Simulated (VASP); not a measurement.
# TaN (P-6m2) in VASP: notebook

The runs below take TaN through single point, with r2SCAN.

Everything below comes from runs of VASP 6.6.1. Logs are shortened: lines on timing, memory, paths and dates and some standing lists are left out, and cuts for length are marked.

### 1 The cell of the first run

The structure is hexagonal, space group P-6m2 (No. 187). Conventional cell: a = 2.878 Å, b = 2.878 Å, c = 2.824 Å, α = 90.00°, β = 90.00°, γ = 120.00°. Within 2.9 Å of Ta (site symmetry -6m2) lie 6 N at 2.18 Å and 8 Ta at 2.82 to 2.88 Å. N (site symmetry -6m2) has 6 Ta at 2.18 Å and 8 N at 2.82 to 2.88 Å within 2.9 Å.

### 2 Single point, r2SCAN

The input, POSCAR:

```
TaN
1.0
    2.8780239874      0.0000000000      0.0000000000
   -1.4390119937      2.4924422421      0.0000000000
    0.0000000000      0.0000000000      2.8241467514
Ta N
1 1
Direct
    0.3333333333      0.6666666667      0.5000000000
    0.0000000000      0.0000000000      0.0000000000
```

The input, INCAR.step1:

```
SYSTEM = TaN
ALGO     = Normal         ! electronic algorithm
EDIFF    = 1E-4           ! SCF threshold, eV
ENCUT    = 520            ! plane-wave cutoff, eV
GGA      = PE             ! functional
ISMEAR   = -1             ! smearing method
LASPH    = .True.         ! aspherical terms in the spheres
LCHARG   = .False.        ! write CHGCAR
LREAL    = .False.        ! projectors in reciprocal space
LWAVE    = .True.         ! write WAVECAR
NBANDS   = 15             ! bands
NELM     = 60             ! most SCF steps
PREC     = Accurate       ! precision mode
SIGMA    = 0.1            ! smearing width, eV
```

The input, INCAR.step2:

```
SYSTEM = TaN
ALGO     = Normal         ! electronic algorithm
EDIFF    = 1E-6           ! SCF threshold, eV
ENCUT    = 520            ! plane-wave cutoff, eV
ISIF     = 2              ! what is computed and relaxed
ISMEAR   = -1             ! smearing method
ISTART   = 1            
LASPH    = .True.         ! aspherical terms in the spheres
LCHARG   = .True.         ! write CHGCAR
LELF     = .True.         ! ELF
LMIXTAU  = .True.       
LREAL    = .False.        ! projectors in reciprocal space
LVHAR    = .True.       
LWAVE    = .False.        ! write WAVECAR
METAGGA  = R2SCAN         ! meta-GGA
NBANDS   = 15             ! bands
NELM     = 60             ! most SCF steps
PREC     = Accurate       ! precision mode
SIGMA    = 0.1            ! smearing width, eV
```

The input, KPOINTS:

```
k-points
0
Gamma
  11 11 10
  0 0 0
```

Potentials or basis: VASP PAW PBE potentials, release 64 (Ta_pv, N).

The run is started by

```sh
$ cat potpaw_PBE.64/Ta_pv/POTCAR potpaw_PBE.64/N/POTCAR > POTCAR
$ cp INCAR.step1 INCAR
$ mpirun -np 1 vasp_std > vasp.out
$ cp INCAR.step2 INCAR
$ mpirun -np 1 vasp_std > vasp.out
```

OUTCAR:

```text
SYSTEM = TaN
   EDIFF = 1E-6
   ENCUT = 520
   ISIF = 2
   ISMEAR = -1
   ISTART = 1
   LASPH = .True.
   LREAL = .False.
   METAGGA = R2SCAN
   NELM = 60
   PREC = Accurate

 ion  position               nearest neighbor table
   1  0.333  0.667  0.500-   2 2.18   2 2.18   2 2.18   2 2.18   2 2.18   2 2.18
   2  0.000  0.000  0.000-   1 2.18   1 2.18   1 2.18   1 2.18   1 2.18   1 2.18

  LATTYP: Found a hexagonal cell.
 ALAT       =     2.8780239874
 C/A-ratio  =     0.9812797822

  Lattice vectors:

 A1 = (   2.8780239874,   0.0000000000,   0.0000000000)
 A2 = (  -1.4390119937,   2.4924422421,   0.0000000000)
 A3 = (   0.0000000000,   0.0000000000,   2.8241467514)

Analysis of symmetry for initial positions (statically):
=====================================================================
 Subroutine PRICEL returns:
 Original cell was already a primitive cell.

 Routine SETGRP: Setting up the symmetry group for a
 hexagonal supercell.

 Subroutine GETGRP returns: Found 12 space group operations
 (whereof 12 operations were pure point group operations)
 out of a pool of 24 trial point group operations.

The static configuration has the point symmetry D_3h.

Analysis of symmetry for dynamics (positions and initial velocities):
=====================================================================
 Subroutine PRICEL returns:
 Original cell was already a primitive cell.

 Routine SETGRP: Setting up the symmetry group for a
 hexagonal supercell.

 Subroutine GETGRP returns: Found 12 space group operations
 (whereof 12 operations were pure point group operations)
 out of a pool of 24 trial point group operations.

The dynamic configuration has the point symmetry D_3h.

 Subroutine INISYM returns: Found 12 space group operations
 (whereof 12 operations are pure point group operations),
 and found     1 'primitive' translations

----------------------------------------------------------------------------------------

                                     Primitive cell

  volume of cell :      20.2585

  direct lattice vectors                    reciprocal lattice vectors
     2.878023987  0.000000000  0.000000000     0.347460620  0.200606454  0.000000000
    -1.439011994  2.492442242  0.000000000     0.000000000  0.401212908  0.000000000
     0.000000000  0.000000000  2.824146751     0.000000000  0.000000000  0.354089248

  length of vectors
     2.878023987  2.878024296  2.824146751     0.401212951  0.401212908  0.354089248

  position of ions in fractional coordinates (direct lattice)
     0.333333333  0.666666667  0.500000000
     0.000000000  0.000000000  0.000000000

  ion indices of the primitive-cell ions
   primitive index   ion index
                 1           1
                 2           2

----------------------------------------------------------------------------------------

 KPOINTS: k-points

Automatic generation of k-mesh.
 Grid dimensions read from file:
 generate k-points for:   11   11   10

 Generating k-lattice:

  Cartesian coordinates                     Fractional coordinates (reciprocal lattice)
     0.031587329  0.018236950  0.000000000     0.090909091  0.000000000  0.000000000
     0.000000000  0.036473901  0.000000000     0.000000000  0.090909091  0.000000000
     0.000000000  0.000000000  0.035408925     0.000000000  0.000000000  0.100000000

  Length of vectors
     0.036473905  0.036473901  0.035408925

  Shift w.r.t. Gamma in fractional coordinates (k-lattice)
     0.000000000  0.000000000  0.000000000

 Subroutine IBZKPT returns following result:
 ===========================================

 Found     96 irreducible k-points:

 Following reciprocal coordinates:
            Coordinates               Weight
  0.000000  0.000000  0.000000      1.000000
  0.090909  0.000000  0.000000      6.000000
  0.181818  0.000000  0.000000      6.000000
  0.272727  0.000000  0.000000      6.000000
  0.363636  0.000000  0.000000      6.000000
  0.454545  0.000000  0.000000      6.000000
[... 16 lines left out ...]
  0.090909  0.090909  0.100000     12.000000
  0.181818  0.090909  0.100000     24.000000
 [... further k-points ...]
   k-points           NKPTS =     96   k-points in BZ     NKDIM =     96   number of bands    NBANDS=     15
   number of dos      NEDOS =    301   number of ions     NIONS =      2
   total plane-waves  NPLWV =  13824
   dimension x,y,z NGX =    24 NGY =   24 NGZ =   24
   dimension x,y,z NGXF=    48 NGYF=   48 NGZF=   48
   ions per type =               1   1
   NGX,Y,Z   is equivalent  to a cutoff of  13.86, 13.86, 14.13 a.u.
   NGXF,Y,Z  is equivalent  to a cutoff of  27.73, 27.73, 28.26 a.u.
 SYSTEM =  TaN
   PREC   = accura    normal or accurate (medium, high low for compatibility)
   ISTART =      1    job   : 0-new  1-cont  2-samecut
   ICHARG =      0    charge: 1-file 2-atom 10-const
   ISPIN  =      1    spin polarized calculation?
   LNONCOLLINEAR =      F non collinear calculations
[... 57 lines left out ...]
 Fermi energy:         8.9024581043

 k-point     1 :       0.0000    0.0000    0.0000
  band No.  band energies     occupation
      1     -27.0749      2.00000
      2     -26.7779      2.00000
      3     -26.7779      2.00000
      4     -10.4159      2.00000
      5       3.7567      2.00000
      6       3.7567      2.00000
      7       4.1829      2.00000
      8       5.6579      2.00000
      9      11.8527      0.00000
     10      12.9432      0.00000
     11      12.9432      0.00000
     12      13.4774      0.00000
     13      13.4774      0.00000
     14      19.7643      0.00000
     15      23.4205      0.00000

 k-point     2 :       0.0909    0.0000    0.0000
  band No.  band energies     occupation
      1     -27.0602      2.00000
      2     -26.8942      2.00000
      3     -26.8020      2.00000
      4     -10.2226      2.00000
      5       3.2428      2.00000
      6       3.9040      2.00000
      7       4.4387      2.00000
      8       5.3850      2.00000
      9      12.5009      0.00000
     10      12.5771      0.00000
     11      12.9702      0.00000
     12      13.3775      0.00000
     13      13.7280      0.00000
     14      19.7643      0.00000
     15      23.3509      0.00000

 k-point     3 :       0.1818    0.0000    0.0000
  band No.  band energies     occupation
      1     -27.1953      2.00000
      2     -27.0207      2.00000
      3     -26.8661      2.00000
      4      -9.7030      2.00000
      5       2.1939      2.00000
      6       4.2869      2.00000
      7       4.7388      2.00000
      8       5.0041      2.00000
      9      11.7371      0.00000
     10      13.1179      0.00000
     11      13.1197      0.00000
     12      14.0575      0.00000
     13      14.2485      0.00000
     14      19.7644      0.00000
     15      23.2918      0.00000

 k-point     4 :       0.2727    0.0000    0.0000
  band No.  band energies     occupation
      1     -27.5691      2.00000
      2     -26.9685      2.00000
      3     -26.9488      2.00000
      4      -9.0126      2.00000
      5       1.1486      2.00000
      6       4.0206      2.00000
      7       4.7519      2.00000
      8       5.4463      2.00000
      9      11.4059      0.00000
     10      12.8023      0.00000
     11      13.5137      0.00000
     12      14.6523      0.00000
     13      15.5699      0.00000
     14      19.7641      0.00000
     15      23.6038      0.00000
[... 307 lines left out ...]
 k-point    22 :       0.4545    0.0000    0.1000
  band No.  band energies     occupation
      1     -28.0594      2.00000
      2     -27.0555      2.00000
      3     -26.9945      2.00000
      4      -7.9568      2.00000
      5      -0.0405      2.00000
      6       2.9851      2.00000
      7       4.9706      2.00000
      8       5.6019      2.00000
      9      12.6997      0.00000
     10      12.8104      0.00000
     11      14.7515      0.00000
     12      14.8880      0.00000
     13      17.9512      0.00000
     14      19.7593      0.00000
     15      22.1917      0.00000

 k-point    23 :       0.0909    0.0909    0.1000
  band No.  band energies     occupation
      1     -27.1615      2.00000
      2     -27.0729      2.00000
      3     -26.8429      2.00000
      4      -9.6689      2.00000
      5       2.6438      2.00000
      6       3.6488      2.00000
      7       4.2208      2.00000
      8       5.9047      2.00000
      9      11.3952      0.00000
     10      11.9321      0.00000
     11      13.5676      0.00000
     12      14.3088      0.00000
     13      14.7229      0.00000
     14      19.7644      0.00000
     15      23.1643      0.00000

 k-point    24 :       0.1818    0.0909    0.1000
  band No.  band energies     occupation
      1     -27.4018      2.00000
      2     -27.0979      2.00000
      3     -26.9333      2.00000
      4      -9.1161      2.00000
      5       1.6851      2.00000
      6       3.5434      2.00000
      7       4.4804      2.00000
      8       5.9348      2.00000
      9      10.9874      0.00000
     10      12.2179      0.00000
     11      13.9862      0.00000
     12      14.5153      0.00000
     13      15.9635      0.00000
     14      19.7644      0.00000
     15      23.0851      0.00000

 [... further k-points ...]
[... 5 lines left out ...]
  --------------------------------------------------------------------------------------
  -------------------------------------------------------------------------------------
  Total        3.2881919      3.2881928      3.7676192      0.0000000      0.0000000      0.0000000
  in kB      260.0524565    260.0525308    297.9688151      0.0000000      0.0000000      0.0000000
  external PRESSURE =     272.6912675 kB  Pullay stress =       0.0000000 kB

 VOLUME and BASIS-vectors are now :
 -----------------------------------------------------------------------------
  energy-cutoff  :      520.00
  volume of cell :       20.26
      direct lattice vectors                 reciprocal lattice vectors
     2.878023987  0.000000000  0.000000000     0.347460620  0.200606454  0.000000000
    -1.439011994  2.492442242  0.000000000     0.000000000  0.401212908  0.000000000
     0.000000000  0.000000000  2.824146751     0.000000000  0.000000000  0.354089248

 POSITION                                       TOTAL-FORCE (eV/Angst)
 -----------------------------------------------------------------------------------
     -0.00000      1.66163      1.41207        -0.000000     -0.000000      0.000000
      0.00000      0.00000      0.00000         0.000000      0.000000      0.000000
 -----------------------------------------------------------------------------------
    total drift:                                0.000001      0.000005     -0.000000

  FREE ENERGIE OF THE ION-ELECTRON SYSTEM (eV)
  ---------------------------------------------------
  free  energy   TOTEN  =       -60.2850911935 eV

  energy  without entropy=      -60.2831887974  energy(sigma->0) =      -60.28414000
```

Run time: 1.9 min. Hardware: 1 thread of AMD EPYC 7R43 (Zen 3), shared host; peak memory 0.13 GiB.

What came out:

```yaml
Free_energy: -60.2851 eV
Pressure: 27.3 GPa
Band_gap_on_the_k_mesh: zero (band 8 reaches 9.32 eV, above the bottom of band 9 at 8.78 eV)
```

Stress tensor (GPa, compression positive):
```
26.01  0.00  0.00
 0.00 26.01  0.00
 0.00  0.00 29.80
```

Levels at points of the mesh, in eV from the Fermi level:
| k point | band 6 | band 7 | band 8 | band 9 | band 10 | band 11 |
| --- | --- | --- | --- | --- | --- | --- |
| (0.00, 0.00, 0.00) | -5.15 | -4.72 | -3.24 | 2.95 | 4.04 | 4.04 |
| (0.00, 0.00, 0.50) | -4.24 | -4.24 | -0.12 | -0.12 | 2.55 | 3.79 |

Caveat: the PAW data sets were made with another functional, which shifts forces and pressure a little; spin-orbit coupling is left out, which moves the levels of the heavy elements.

### 3 Single point, r2SCAN

This run uses another cell than the first one, of 10.34 Å³/atom, 1.021 times its volume.

The input, POSCAR:

```
TaN
1.0
    2.8982924298      0.0000000000      0.0000000000
   -1.4491462149      2.5099952305      0.0000000000
    0.0000000000      0.0000000000      2.8440357641
Ta N
1 1
Direct
    0.3333333333      0.6666666667      0.5000000000
    0.0000000000      0.0000000000      0.0000000000
```

The input, INCAR.step1:

```
SYSTEM = TaN
  PREC = Accurate
  ENCUT = 520
  ISMEAR = -1
  SIGMA = 0.1
  LREAL = .FALSE.
  LASPH = .TRUE.
  NELM = 60
  NBANDS = 15
  GGA = PE
  ALGO = Normal
  EDIFF = 1E-4
  LWAVE = .TRUE.
  LCHARG = .FALSE.
```

The input, INCAR.step2:

```
SYSTEM = TaN
  PREC = Accurate
  ENCUT = 520
  EDIFF = 1E-7
  ISMEAR = -1
  SIGMA = 0.1
  LREAL = .FALSE.
  LASPH = .TRUE.
  NELM = 60
  ALGO = Normal
  ISIF = 2
  LWAVE = .FALSE.
  LCHARG = .FALSE.
  METAGGA = R2SCAN
  LMIXTAU = .TRUE.
  NBANDS = 15
  ISTART = 1
```

The input, KPOINTS:

```
regular mesh
0
G
  11 11 10
  0 0 0
```

Potentials or basis: VASP PAW PBE potentials, release 64 (Ta_pv, N).

The run is started by

```sh
$ cat potpaw_PBE.64/Ta_pv/POTCAR potpaw_PBE.64/N/POTCAR > POTCAR
$ cp INCAR.step1 INCAR
$ mpirun -np 1 vasp_std > vasp.out
$ cp INCAR.step2 INCAR
$ mpirun -np 1 vasp_std > vasp.out
```

Run time: 2.1 min. Hardware: 1 thread of AMD EPYC 7R43 (Zen 3), shared host; peak memory 0.13 GiB.

The run converged. Its results:

| Property | Result |
| --- | --- |
| Free energy | -60.3459 eV |
| Pressure | 17.7 GPa |
| Band gap on the k mesh | zero (band 8 reaches 9.08 eV, above the bottom of band 9 at 8.56 eV) |

Stress tensor (GPa, compression positive):
```
16.81  0.00  0.00
 0.00 16.81  0.00
 0.00  0.00 19.50
```

Levels at points of the mesh, in eV from the Fermi level:
| k point | band 5 | band 6 | band 7 | band 8 | band 9 | band 10 | band 11 | band 12 |
| --- | --- | --- | --- | --- | --- | --- | --- | --- |
| (0.00, 0.00, 0.00) | -5.05 | -5.05 | -4.62 | -3.22 | 2.78 | 3.93 | 3.93 | 4.45 |
| (0.00, 0.00, 0.50) | -10.01 | -4.15 | -4.15 | -0.12 | -0.12 | 2.48 | 3.72 | 3.72 |

Caveat: the PAW data sets were made with another functional, which shifts forces and pressure a little; spin-orbit coupling is left out, which moves the levels of the heavy elements.

### 4 Single point, r2SCAN

This run uses another cell than the first one, of 10.56 Å³/atom, 1.043 times its volume.

The input, POSCAR:

```
TaN
1.0
    2.9182812851      0.0000000000      0.0000000000
   -1.4591406425      2.5273060895      0.0000000000
    0.0000000000      0.0000000000      2.8636504237
Ta N
1 1
Direct
    0.3333333333      0.6666666667      0.5000000000
    0.0000000000      0.0000000000      0.0000000000
```

The input, INCAR.step1:

```
PREC = Accurate
ENCUT = 520
ISMEAR = -1
SIGMA = 0.1
LREAL = F
LASPH = T
NELM = 60
NBANDS = 15
GGA = PE
ALGO = Normal
EDIFF = 1E-4
LWAVE = T
LCHARG = F
```

The input, INCAR.step2:

```
PREC = Accurate
ENCUT = 520
EDIFF = 1E-6
ISMEAR = -1
SIGMA = 0.1
LREAL = F
LASPH = T
NELM = 60
ALGO = Normal
ISIF = 2
LWAVE = F
LCHARG = F
METAGGA = R2SCAN
LMIXTAU = T
NBANDS = 15
ISTART = 1
```

The input, KPOINTS:

```
regular mesh
0
Gamma
  11 11 10
```

The run is started by

```sh
$ cat potpaw_PBE.64/Ta_pv/POTCAR potpaw_PBE.64/N/POTCAR > POTCAR
$ cp INCAR.step1 INCAR
$ mpirun -np 1 vasp_std > vasp.out
$ cp INCAR.step2 INCAR
$ mpirun -np 1 vasp_std > vasp.out
```

It took 1.8 min on 1 thread of AMD EPYC 7R43 (Zen 3), shared host; peak memory 0.13 GiB.

It converged, with:

- Free energy: -60.3822 eV
- Pressure: 9.1 GPa
- Band gap on the k mesh: zero (band 8 reaches 8.85 eV, above the bottom of band 9 at 8.34 eV)

Stress tensor (GPa, compression positive):
```
 8.54  0.00  0.00
 0.00  8.54  0.00
 0.00  0.00 10.25
```

Levels at points of the mesh, in eV from the Fermi level:
| k point | band 4 | band 5 | band 6 | band 7 | band 8 | band 9 | band 10 | band 11 | band 12 | band 13 |
| --- | --- | --- | --- | --- | --- | --- | --- | --- | --- | --- |
| (0.00, 0.00, 0.00) | -18.99 | -4.95 | -4.95 | -4.52 | -3.20 | 2.62 | 3.83 | 3.83 | 4.32 | 4.32 |
| (0.00, 0.00, 0.50) | -16.24 | -9.88 | -4.07 | -4.07 | -0.11 | -0.11 | 2.42 | 3.66 | 3.66 | 9.05 |

Caveat: the PAW data sets were made with another functional, which shifts forces and pressure a little; spin-orbit coupling is left out, which moves the levels of the heavy elements.

### 5 Overview

```csv
cell,gap on the mesh (eV),pressure (GPa)
"a = 2.878, b = 2.878, c = 2.824 Å, angles 90.0, 90.0, 120.0°, 2 atoms",none,27.3
"a = 2.898, b = 2.898, c = 2.844 Å, angles 90.0, 90.0, 120.0°, 2 atoms",none,17.7
"a = 2.918, b = 2.918, c = 2.864 Å, angles 90.0, 90.0, 120.0°, 2 atoms",none,9.1
```

Alike in all rows: task single point; level r2SCAN; potentials or basis VASP PAW PBE potentials, release 64 (Ta_pv, N); no spin polarisation; k mesh 11 × 11 × 10; cutoff (eV) 520; smearing fermi-dirac 0.1 eV.

Caveats: the PAW data sets were made with another functional, which shifts forces and pressure a little; spin-orbit coupling is left out, which moves the levels of the heavy elements.

Absolute energies hang on the potentials; compare differences alone.
